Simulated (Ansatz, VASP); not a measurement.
# One calculation of MoS2, two programs

```
Mo S
1.0
     3.18402    0.00000    0.00000
    -1.59201    2.75744    0.00000
     0.00000    0.00000   28.38732
Mo S
3 6
Direct
  0.66667 0.33333 0.00000
  0.33333 0.66667 0.77184
  0.33333 0.66667 0.22817
  0.33333 0.66667 0.05467
  0.66667 0.33333 0.82651
  0.66667 0.33333 0.28281
  0.33333 0.66667 0.94533
  0.66667 0.33333 0.71719
  0.66667 0.33333 0.17349
```

Alike in both runs: task single point; functional PBEsol; k mesh 9 × 9 × 1; no spin polarisation.

|  | VASP | Ansatz |
| --- | --- | --- |
| version | VASP 6.6.1 | Ansatz 0.2.0 |
| potentials or method | VASP PAW PBE potentials, release 64 (Mo_sv, S), cutoff 520 eV | plane waves, PAW |
| occupations | methfessel-paxton of order 1, width 0.05 eV | cold, width 0.05 eV |
| valence electrons in the cell | 78 | 78 |

```csv
,VASP,Ansatz,Ansatz less VASP
gap on the k mesh at the Fermi level (eV),1.18,1.16,-0.015
```

VASP's potentials were made for PBE, not for PBEsol.
